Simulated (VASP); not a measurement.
# AlN in VASP: single point with PBE

Aim: the single point of AlN with PBE.

Program: VASP 6.6.1. These are calculated values, not measurements. Logs are shortened: lines on timing, memory, paths and dates and some standing lists are left out, and cuts for length are marked.

### Step 1. The cell of the first run

The typed cell holds 4 atoms: a = 3.130 Å, b = 3.130 Å, c = 5.017 Å, α = 90.00°, β = 90.00°, γ = 120.00°.

### Step 2. Single point, PBE

The input, INCAR:

```
SYSTEM = AlN
PREC = Accurate ; ENCUT = 700
EDIFF = 1E-6 ; ISMEAR = 0
SIGMA = 0.01 ; LREAL = .False.
LASPH = .True. ; NELM = 120
ALGO = Normal ; ISIF = 2
LWAVE = .False. ; LCHARG = .True.
GGA = PE ; LELF = .True.
LVHAR = .True. ; NBANDS = 16
GGA_COMPAT = .False. ; ISYM = -1
```

The input, KPOINTS:

```
explicit points
8
Reciprocal
  0.12500000   0.12500000   0.12500000 1
  0.12500000   0.12500000   0.62500000 1
  0.12500000   0.62500000   0.12500000 1
  0.12500000   0.62500000   0.62500000 1
  0.62500000   0.12500000   0.12500000 1
  0.62500000   0.12500000   0.62500000 1
  0.62500000   0.62500000   0.12500000 1
  0.62500000   0.62500000   0.62500000 1
```

The input, POSCAR:

```
AlN
1.0
    3.1297569543      0.0000000304      0.0000000000
   -1.5648785043      2.7104490154      0.0000000000
    0.0000000000      0.0000000000      5.0174032950
Al N
2 2
Direct
    0.6671048057      0.3329323772      0.5000247806
    0.3329323772      0.6671048057      0.0000247806
    0.6639230877      0.3360397294      0.8799752194
    0.3360397294      0.6639230877      0.3799752194
```

Potentials or basis: VASP PAW PBE potentials, release 64 (Al, N).

The run is started by

```sh
$ cat potpaw_PBE.64/Al/POTCAR potpaw_PBE.64/N/POTCAR > POTCAR
$ mpirun -np 1 vasp_std > vasp.out
```

OUTCAR:

```text
SYSTEM = AlN
   PREC = Accurate
   ENCUT = 700
   EDIFF = 1E-6
   ISMEAR = 0
   LREAL = .False.
   LASPH = .True.
   NELM = 120
   ISIF = 2
   GGA = PE
   ISYM = -1

 ion  position               nearest neighbor table
   1  0.667  0.333  0.500-   4 1.89   3 1.91   4 1.91   4 1.91   2 3.09   2 3.09   2 3.09   2 3.09
                             2 3.09   2 3.09
   2  0.333  0.667  0.000-   3 1.89   4 1.91   3 1.91   3 1.91   1 3.09   1 3.09   1 3.09   1 3.09
                             1 3.09   1 3.09
   3  0.664  0.336  0.880-   2 1.89   1 1.91   2 1.91   2 1.91
   4  0.336  0.664  0.380-   1 1.89   2 1.91   1 1.91   1 1.91

IMPORTANT INFORMATION: All symmetrisations will be switched off!
NOSYMM: (Re-)initialisation of all symmetry stuff for point group C_1.

----------------------------------------------------------------------------------------

                                     Primitive cell

  volume of cell :      42.5629

  direct lattice vectors                    reciprocal lattice vectors
     3.129756954  0.000000030  0.000000000     0.319513626  0.184471282  0.000000000
    -1.564878504  2.710449015  0.000000000    -0.000000004  0.368942558  0.000000000
     0.000000000  0.000000000  5.017403295     0.000000000  0.000000000  0.199306283

  length of vectors
     3.129756954  3.129756955  5.017403295     0.368942559  0.368942558  0.199306283

  position of ions in fractional coordinates (direct lattice)
     0.667104806  0.332932377  0.500024781
     0.332932377  0.667104806  0.000024781
     0.663923088  0.336039729  0.879975219
     0.336039729  0.663923088  0.379975219

  ion indices of the primitive-cell ions
   primitive index   ion index
                 1           1
                 2           2
                 3           3
                 4           4

----------------------------------------------------------------------------------------

 KPOINTS: explicit points

Read explicit list of k-points.

 Found      8 k-points:

 Following reciprocal coordinates:
            Coordinates               Weight
  0.125000  0.125000  0.125000      0.125000
  0.125000  0.125000  0.625000      0.125000
  0.125000  0.625000  0.125000      0.125000
  0.125000  0.625000  0.625000      0.125000
  0.625000  0.125000  0.125000      0.125000
  0.625000  0.125000  0.625000      0.125000
  0.625000  0.625000  0.125000      0.125000
  0.625000  0.625000  0.625000      0.125000
   k-points           NKPTS =      8   k-points in BZ     NKDIM =      8   number of bands    NBANDS=     16
   number of dos      NEDOS =    301   number of ions     NIONS =      4
   total plane-waves  NPLWV =  37632
   dimension x,y,z NGX =    28 NGY =   28 NGZ =   48
   dimension x,y,z NGXF=    56 NGYF=   56 NGZF=   96
   ions per type =               2   2
   NGX,Y,Z   is equivalent  to a cutoff of  14.87, 14.87, 15.90 a.u.
   NGXF,Y,Z  is equivalent  to a cutoff of  29.75, 29.75, 31.81 a.u.
 SYSTEM =  AlN
   PREC   = accura    normal or accurate (medium, high low for compatibility)
   ISTART =      0    job   : 0-new  1-cont  2-samecut
   ICHARG =      2    charge: 1-file 2-atom 10-const
   ISPIN  =      1    spin polarized calculation?
   LNONCOLLINEAR =      F non collinear calculations
   LSORBIT =      F    spin-orbit coupling
   LASPH  =      T    aspherical Exc in radial PAW
   ENCUT  =  700.0 eV  51.45 Ry    7.17 a.u.   6.75  6.75 10.82*2*pi/ulx,y,z
   NELM   =    120;   NELMIN=  2; NELMDL= -5     # of ELM steps
   EDIFF  = 0.1E-05   stopping-criterion for ELM
   LREAL  =      F    real-space projection
   EDIFFG = 0.1E-04   stopping-criterion for IOM
   NSW    =      0    number of steps for IOM
   IBRION =     -1    ionic relax: 0-MD 1-quasi-New 2-CG
   NFREE  =      0    steps in history (QN), initial steepest desc. (CG)
   ISIF   =      2    stress and relaxation
   ISYM   =     -1    0-nonsym 1-usesym 2-fastsym
   POTIM  = 0.5000    time-step for ionic-motion
   TEBEG  =    0.0;   TEEND  =   0.0 temperature during run
   PSTRESS=    0.0 pullay stress
   NELECT =      16.0000    total number of electrons
   NUPDOWN=      -1.0000    fix difference up-down
   EMIN   =  10.00;   EMAX   =-10.00  energy-range for DOS
   EFERMI =   0.00;   METHOD = LEGACY
   ISMEAR =     0;   SIGMA  =   0.01  broadening in eV -4-tet -1-fermi 0-gaus
   EFERMI_NEDOS =   21; number of points for ismear=-14 and -15
   IALGO  =     38    algorithm
   IMIX   =      4    mixing-type and parameters
     AMIX     =   0.40;   BMIX     =  1.00
     AMIX_MAG =   1.60;   BMIX_MAG =  1.00
  volume/ion in A,a.u.               =      10.64        71.81
  Fermi-wavevector in a.u.,A,eV,Ry     =   1.181511  2.232733 18.993310  1.395969
  Thomas-Fermi vector in A             =   2.317783
   LORBIT       =      0    0 simple, 1 ext, 2 COOP (PROOUT), +10 PAW based schemes
   GGA     = PE    functional components
   LHFCALC =     F    Hartree Fock is set to
   AEXX    =    0.0000 exact exchange contribution
   IVDW    =     0    specifies the selected vdW correction
   LEPSILON=     F    determine dielectric tensor
   LRPA    =     F    only Hartree local field effects (RPA)
 non-spin polarized calculation
 Gauss-broadening in eV      SIGMA  =   0.01
  energy-cutoff  :      700.00
  volume of cell :       42.56
 maximum number of plane-waves:      1794
 NGX is ok and might be reduce to    28
   NGX = 13   NGY = 13   NGZ = 21

 number of electron      16.0000000 magnetization

 Free energy of the ion-electron system (eV)
  ---------------------------------------------------
  ext. energy  EPLUGINS =         0.00000000
  ---------------------------------------------------
  free energy    TOTEN  =       -30.17889234 eV

  energy without entropy =      -30.17889234  energy(sigma->0) =      -30.17889234

 E-fermi :   5.6028     XC(G=0): -10.8438

 val. band max:        5.5592675430   @ k =   0.1250   0.1250   0.1250
 cond. band min:      11.3476963441   @ k =   0.6250   0.6250   0.1250
 fundamental gap:      5.7884288011
 Fermi energy:         5.6028033718

 k-point     1 :       0.1250    0.1250    0.1250
  band No.  band energies     occupation
      1      -8.5443      2.00000
      2      -6.8858      2.00000
      3       0.8290      2.00000
      4       3.3782      2.00000
      5       3.4007      2.00000
      6       4.5988      2.00000
[... 8 lines left out ...]
     15      18.3597      0.00000
     16      19.3322      0.00000

 k-point     2 :       0.1250    0.1250    0.6250
  band No.  band energies     occupation
      1      -8.1390      2.00000
      2      -7.4678      2.00000
      3       1.6811      2.00000
      4       2.7493      2.00000
      5       4.0142      2.00000
      6       4.4956      2.00000
[... 8 lines left out ...]
     15      18.1606      0.00000
     16      18.6737      0.00000

 k-point     3 :       0.1250    0.6250    0.1250
  band No.  band energies     occupation
      1      -7.9127      2.00000
      2      -6.6344      2.00000
      3       1.3231      2.00000
      4       2.0374      2.00000
      5       2.6396      2.00000
      6       3.8782      2.00000
[... 8 lines left out ...]
     15      18.0764      0.00000
     16      20.0900      0.00000

 k-point     4 :       0.1250    0.6250    0.6250
  band No.  band energies     occupation
      1      -7.5772      2.00000
      2      -7.0515      2.00000
      3       1.2197      2.00000
      4       1.6918      2.00000
      5       3.6383      2.00000
      6       4.0526      2.00000
[... 8 lines left out ...]
     15      18.4435      0.00000
     16      19.4482      0.00000

 k-point     5 :       0.6250    0.1250    0.1250
  band No.  band energies     occupation
      1      -7.9127      2.00000
      2      -6.6344      2.00000
      3       1.3231      2.00000
      4       2.0374      2.00000
      5       2.6396      2.00000
      6       3.8782      2.00000
[... 8 lines left out ...]
     15      18.0764      0.00000
     16      20.0900      0.00000

 k-point     6 :       0.6250    0.1250    0.6250
  band No.  band energies     occupation
      1      -7.5772      2.00000
      2      -7.0515      2.00000
      3       1.2197      2.00000
      4       1.6918      2.00000
      5       3.6383      2.00000
      6       4.0526      2.00000
[... 8 lines left out ...]
     15      18.4435      0.00000
     16      19.4482      0.00000

 k-point     7 :       0.6250    0.6250    0.1250
  band No.  band energies     occupation
      1      -6.8905      2.00000
      2      -6.6396      2.00000
      3       1.0853      2.00000
      4       1.9016      2.00000
      5       2.1689      2.00000
      6       3.5698      2.00000
[... 8 lines left out ...]
     15      18.8063      0.00000
     16      20.3323      0.00000

 k-point     8 :       0.6250    0.6250    0.6250
  band No.  band energies     occupation
      1      -6.7897      2.00000
      2      -6.6839      2.00000
      3       0.9291      2.00000
      4       1.1465      2.00000
      5       2.1942      2.00000
      6       2.9156      2.00000
[... 8 lines left out ...]
     15      19.0387      0.00000
     16      20.2544      0.00000

------------------------ aborting loop because EDIFF is reached ----------------------------------------

  FORCE on cell =-STRESS in cart. coord.  units (eV):
  Direction    XX          YY          ZZ          XY          YZ          ZX
  --------------------------------------------------------------------------------------
  -------------------------------------------------------------------------------------
  Total        0.0215715     -1.2489844      0.6211108     -1.1003355      0.0332963      0.0192249
  in kB        0.8120082    -47.0150329     23.3802326    -41.4194990      1.2533596      0.7236746
  external PRESSURE =      -7.6075974 kB  Pullay stress =       0.0000000 kB

 VOLUME and BASIS-vectors are now :
 -----------------------------------------------------------------------------
  energy-cutoff  :      700.00
  volume of cell :       42.56
      direct lattice vectors                 reciprocal lattice vectors
     3.129756954  0.000000030  0.000000000     0.319513626  0.184471282  0.000000000
    -1.564878504  2.710449015  0.000000000    -0.000000004  0.368942558  0.000000000
     0.000000000  0.000000000  5.017403295     0.000000000  0.000000000  0.199306283

 POSITION                                       TOTAL-FORCE (eV/Angst)
 -----------------------------------------------------------------------------------
      1.56688      0.90240      2.50883         0.001177     -0.000555      0.007975
     -0.00194      1.80815      0.00012        -0.001069      0.000741      0.007972
      1.55206      0.91082      4.41519         0.003625     -0.002215     -0.007971
      0.01276      1.79953      1.90649        -0.003734      0.002029     -0.007976
 -----------------------------------------------------------------------------------
    total drift:                                0.000011      0.000021      0.000677

  FREE ENERGIE OF THE ION-ELECTRON SYSTEM (eV)
  ---------------------------------------------------
  free  energy   TOTEN  =       -30.1788923421 eV

  energy  without entropy=      -30.1788923421  energy(sigma->0) =      -30.17889234
```

It took 21 s on 1 thread of Intel Xeon 8259CL, shared host; peak memory 0.14 GiB.

What came out:

| Quantity | Value |
| --- | --- |
| Free energy | -30.1789 eV |
| Pressure | -0.8 GPa |
| Largest force | 0.009 eV/Å |
| Band gap on the k mesh | 5.79 eV (least direct gap 6.36 eV) |

Forces on the atoms (eV/Å):
```
Al   0.001 -0.001  0.008
Al  -0.001  0.001  0.008
N    0.004 -0.002 -0.008
N   -0.004  0.002 -0.008
```

Stress tensor (GPa, compression positive):
```
 0.08 -4.14  0.07
-4.14 -4.70  0.13
 0.07  0.13  2.34
```

Caveat: the stress differs along the axes, from -5 to 2 GPa; a shifted mesh leaves out Γ, where band edges can lie. A k mesh can miss the band edges.
